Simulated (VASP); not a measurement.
# Ti (Pm-3m) in VASP: notebook

Runs on Ti. Level: LDA. Tasks: single point, relaxation of cell and atoms.

Program: VASP 6.6.1. These are calculated values, not measurements. Logs are shortened: lines on timing, memory, paths and dates and some standing lists are left out, and cuts for length are marked.

## Step 1: The cell of the first run

It takes space group Pm-3m (No. 221, cubic). Conventional cell: a = 2.431 Å, b = 2.431 Å, c = 2.431 Å, α = 90.00°, β = 90.00°, γ = 90.00°. Within 3.2 Å of Ti (site symmetry m-3m) lie 6 Ti at 2.43 Å.

## Step 2: Single point, LDA

Input file INCAR:

```
PREC     = Accurate       # precision mode
ENCUT    = 520            # plane-wave cutoff, eV
EDIFF    = 1E-6           # SCF threshold, eV
ISMEAR   = -1             # smearing method
SIGMA    = 0.05           # smearing width, eV
LREAL    = F              # projectors in reciprocal space
LASPH    = T              # aspherical terms in the spheres
NELM     = 100            # most SCF steps
ALGO     = Normal         # electronic algorithm
ISIF     = 2              # what is computed and relaxed
LWAVE    = F              # write WAVECAR
LCHARG   = T              # write CHGCAR
LELF     = T              # ELF
LVHAR    = T            
NBANDS   = 12             # bands
```

Input file KPOINTS:

```
regular mesh
0
Gamma
  15 15 15
```

Input file POSCAR:

```
Ti
1.0
    2.4309387177      0.0000000000      0.0000000000
    0.0000000000      2.4309387177      0.0000000000
    0.0000000000      0.0000000000      2.4309387177
Ti
1
Direct
    0.0000000000      0.0000000000      0.0000000000
```

Potentials or basis: VASP PAW LDA potentials, release 64 (Ti_sv).

Command:

```
$ cat potpaw_LDA.64/Ti_sv/POTCAR > POTCAR
$ mpirun -np 1 vasp_std > vasp.out
```

OUTCAR:

```text
PREC = Accurate
   ENCUT = 520
   EDIFF = 1E-6
   ISMEAR = -1
   LREAL = F
   LASPH = T
   NELM = 100
   ISIF = 2

 ion  position               nearest neighbor table
   1  0.000  0.000  0.000-

  LATTYP: Found a simple cubic cell.
 ALAT       =     2.4309387177

  Lattice vectors:

 A1 = (   2.4309387177,   0.0000000000,   0.0000000000)
 A2 = (   0.0000000000,   2.4309387177,   0.0000000000)
 A3 = (   0.0000000000,   0.0000000000,   2.4309387177)

Analysis of symmetry for initial positions (statically):
=====================================================================
 Subroutine PRICEL returns:
 Original cell was already a primitive cell.

 Routine SETGRP: Setting up the symmetry group for a
 simple cubic supercell.

 Subroutine GETGRP returns: Found 48 space group operations
 (whereof 48 operations were pure point group operations)
 out of a pool of 48 trial point group operations.

The static configuration has the point symmetry O_h .

Analysis of symmetry for dynamics (positions and initial velocities):
=====================================================================
 Subroutine PRICEL returns:
 Original cell was already a primitive cell.

 Routine SETGRP: Setting up the symmetry group for a
 simple cubic supercell.

 Subroutine GETGRP returns: Found 48 space group operations
 (whereof 48 operations were pure point group operations)
 out of a pool of 48 trial point group operations.

The dynamic configuration has the point symmetry O_h .

 Subroutine INISYM returns: Found 48 space group operations
 (whereof 48 operations are pure point group operations),
 and found     1 'primitive' translations

----------------------------------------------------------------------------------------

                                     Primitive cell

  volume of cell :      14.3655

  direct lattice vectors                    reciprocal lattice vectors
     2.430938718  0.000000000  0.000000000     0.411363722  0.000000000  0.000000000
     0.000000000  2.430938718  0.000000000     0.000000000  0.411363722  0.000000000
     0.000000000  0.000000000  2.430938718     0.000000000  0.000000000  0.411363722

  length of vectors
     2.430938718  2.430938718  2.430938718     0.411363722  0.411363722  0.411363722

  position of ions in fractional coordinates (direct lattice)
     0.000000000  0.000000000  0.000000000

  ion indices of the primitive-cell ions
   primitive index   ion index
                 1           1

----------------------------------------------------------------------------------------

 KPOINTS: regular mesh

Automatic generation of k-mesh.
 Grid dimensions read from file:
 generate k-points for:   15   15   15

 Generating k-lattice:

  Cartesian coordinates                     Fractional coordinates (reciprocal lattice)
     0.027424248  0.000000000  0.000000000     0.066666667  0.000000000  0.000000000
     0.000000000  0.027424248  0.000000000     0.000000000  0.066666667  0.000000000
     0.000000000  0.000000000  0.027424248     0.000000000  0.000000000  0.066666667

  Length of vectors
     0.027424248  0.027424248  0.027424248

  Shift w.r.t. Gamma in fractional coordinates (k-lattice)
     0.000000000  0.000000000  0.000000000

 Subroutine IBZKPT returns following result:
 ===========================================

 Found    120 irreducible k-points:

 Following reciprocal coordinates:
            Coordinates               Weight
  0.000000  0.000000  0.000000      1.000000
  0.066667  0.000000  0.000000      6.000000
  0.133333  0.000000  0.000000      6.000000
  0.200000  0.000000  0.000000      6.000000
  0.266667  0.000000  0.000000      6.000000
  0.333333  0.000000  0.000000      6.000000
[... 16 lines left out ...]
  0.266667  0.200000  0.000000     24.000000
  0.333333  0.200000  0.000000     24.000000
 [... further k-points ...]
   k-points           NKPTS =    120   k-points in BZ     NKDIM =    120   number of bands    NBANDS=     12
   number of dos      NEDOS =    301   number of ions     NIONS =      1
   total plane-waves  NPLWV =   5832
   dimension x,y,z NGX =    18 NGY =   18 NGZ =   18
   dimension x,y,z NGXF=    36 NGYF=   36 NGZF=   36
   ions per type =               1
   NGX,Y,Z   is equivalent  to a cutoff of  12.31, 12.31, 12.31 a.u.
   NGXF,Y,Z  is equivalent  to a cutoff of  24.62, 24.62, 24.62 a.u.
 SYSTEM =  unknown system
   PREC   = accura    normal or accurate (medium, high low for compatibility)
   ISTART =      0    job   : 0-new  1-cont  2-samecut
   ICHARG =      2    charge: 1-file 2-atom 10-const
   ISPIN  =      1    spin polarized calculation?
   LNONCOLLINEAR =      F non collinear calculations
   LSORBIT =      F    spin-orbit coupling
   LASPH  =      T    aspherical Exc in radial PAW
   ENCUT  =  520.0 eV  38.22 Ry    6.18 a.u.   4.52  4.52  4.52*2*pi/ulx,y,z
   NELM   =    100;   NELMIN=  2; NELMDL= -5     # of ELM steps
   EDIFF  = 0.1E-05   stopping-criterion for ELM
   LREAL  =      F    real-space projection
   EDIFFG = 0.1E-04   stopping-criterion for IOM
   NSW    =      0    number of steps for IOM
   IBRION =     -1    ionic relax: 0-MD 1-quasi-New 2-CG
   NFREE  =      0    steps in history (QN), initial steepest desc. (CG)
   ISIF   =      2    stress and relaxation
   ISYM   =      2    0-nonsym 1-usesym 2-fastsym
   POTIM  = 0.5000    time-step for ionic-motion
   TEBEG  =    0.0;   TEEND  =   0.0 temperature during run
   PSTRESS=    0.0 pullay stress
   NELECT =      12.0000    total number of electrons
   NUPDOWN=      -1.0000    fix difference up-down
   EMIN   =  10.00;   EMAX   =-10.00  energy-range for DOS
   EFERMI =   0.00;   METHOD = LEGACY
   ISMEAR =    -1;   SIGMA  =   0.05  broadening in eV -4-tet -1-fermi 0-gaus
   EFERMI_NEDOS =   21; number of points for ismear=-14 and -15
   IALGO  =     38    algorithm
   IMIX   =      4    mixing-type and parameters
     AMIX     =   0.40;   BMIX     =  1.00
     AMIX_MAG =   1.60;   BMIX_MAG =  1.00
  volume/ion in A,a.u.               =      14.37        96.94
  Fermi-wavevector in a.u.,A,eV,Ry     =   1.541800  2.913579 32.343031  2.377146
  Thomas-Fermi vector in A             =   2.647694
   LORBIT       =      0    0 simple, 1 ext, 2 COOP (PROOUT), +10 PAW based schemes
   GGA     = CA    functional components
   LHFCALC =     F    Hartree Fock is set to
   AEXX    =    0.0000 exact exchange contribution
   IVDW    =     0    specifies the selected vdW correction
   LEPSILON=     F    determine dielectric tensor
   LRPA    =     F    only Hartree local field effects (RPA)
 non-spin polarized calculation
  energy-cutoff  :      520.00
  volume of cell :       14.37
 maximum number of plane-waves:       400
 NGX is ok and might be reduce to    18
   NGX =  9   NGY =  9   NGZ =  9

 number of electron      12.0000003 magnetization

 Free energy of the ion-electron system (eV)
  ---------------------------------------------------
  ext. energy  EPLUGINS =         0.00000000
  ---------------------------------------------------
  free energy    TOTEN  =        -7.66259192 eV

  energy without entropy =       -7.64883455  energy(sigma->0) =       -7.65571323

 E-fermi :  10.0379     XC(G=0): -12.6142

 val. band max:       10.0267481074   @ k =   0.3333   0.3333   0.2667
 cond. band min:      10.0397718292   @ k =   0.2667   0.1333   0.0000
 fundamental gap:      0.0130237218
 Fermi energy:        10.0379390190

 k-point     1 :       0.0000    0.0000    0.0000
  band No.  band energies     occupation
      1     -45.6922      2.00000
      2     -21.3247      2.00000
      3     -21.3247      2.00000
      4     -21.3247      2.00000
      5       3.9851      2.00000
      6       8.1393      2.00000
      7       8.1393      2.00000
      8      15.1188      0.00000
      9      15.1188      0.00000
     10      15.1188      0.00000
     11      28.6272      0.00000
     12      28.6272      0.00000

 k-point     2 :       0.0667    0.0000    0.0000
  band No.  band energies     occupation
      1     -45.6792      2.00000
      2     -21.4075      2.00000
      3     -21.3176      2.00000
      4     -21.3176      2.00000
      5       4.1304      2.00000
      6       8.1771      2.00000
      7       8.2695      2.00000
      8      14.9769      0.00000
      9      14.9769      0.00000
     10      15.1292      0.00000
     11      27.6632      0.00000
     12      28.8622      0.00000

 k-point     3 :       0.1333    0.0000    0.0000
  band No.  band energies     occupation
      1     -45.6421      2.00000
      2     -21.6383      2.00000
      3     -21.2976      2.00000
      4     -21.2976      2.00000
      5       4.5436      2.00000
      6       8.2857      2.00000
      7       8.6441      2.00000
      8      14.5950      0.00000
      9      14.5950      0.00000
     10      15.1587      0.00000
     11      25.7720      0.00000
     12      29.5249      0.00000
[... 286 lines left out ...]
 k-point    23 :       0.2667    0.2000    0.0000
  band No.  band energies     occupation
      1     -45.4206      2.00000
      2     -22.2566      2.00000
      3     -21.8472      2.00000
      4     -21.1794      2.00000
      5       6.7754      2.00000
      6       9.1979      2.00000
      7      10.5162      0.00014
      8      12.7922      0.00000
      9      13.6641      0.00000
     10      14.3364      0.00000
     11      23.0173      0.00000
     12      26.1237      0.00000

 k-point    24 :       0.3333    0.2000    0.0000
  band No.  band energies     occupation
      1     -45.3594      2.00000
      2     -22.5886      2.00000
      3     -21.8054      2.00000
      4     -21.1473      2.00000
      5       7.3720      2.00000
      6       9.2641      2.00000
      7      10.7414      0.00000
      8      13.1018      0.00000
      9      13.2191      0.00000
     10      14.3988      0.00000
     11      21.5048      0.00000
     12      26.8251      0.00000

 [... further k-points ...]
[... 5 lines left out ...]
  --------------------------------------------------------------------------------------
  -------------------------------------------------------------------------------------
  Total        1.5376111      1.5376111      1.5376111     -0.0000000     -0.0000000      0.0000000
  in kB      171.4885246    171.4885246    171.4885246     -0.0000000     -0.0000000      0.0000000
  external PRESSURE =     171.4885246 kB  Pullay stress =       0.0000000 kB

 VOLUME and BASIS-vectors are now :
 -----------------------------------------------------------------------------
  energy-cutoff  :      520.00
  volume of cell :       14.37
      direct lattice vectors                 reciprocal lattice vectors
     2.430938718  0.000000000  0.000000000     0.411363722  0.000000000  0.000000000
     0.000000000  2.430938718  0.000000000     0.000000000  0.411363722  0.000000000
     0.000000000  0.000000000  2.430938718     0.000000000  0.000000000  0.411363722

 POSITION                                       TOTAL-FORCE (eV/Angst)
 -----------------------------------------------------------------------------------
      0.00000      0.00000      0.00000         0.000000      0.000000      0.000000
 -----------------------------------------------------------------------------------
    total drift:                                0.000000      0.000000      0.000000

  FREE ENERGIE OF THE ION-ELECTRON SYSTEM (eV)
  ---------------------------------------------------
  free  energy   TOTEN  =        -7.6625919200 eV

  energy  without entropy=       -7.6488345474  energy(sigma->0) =       -7.65571323
```

Wall time 6.5 s (1 thread of Intel Xeon 6975P-C (Granite Rapids), shared host); peak memory 0.12 GiB.

What came out:

```yaml
Free_energy: -7.6626 eV
Pressure: 17.1 GPa
Band_gap_on_the_k_mesh: zero (band 6 reaches 10.83 eV, above the bottom of band 7 at 8.14 eV)
```

[end of part 1 of 2]
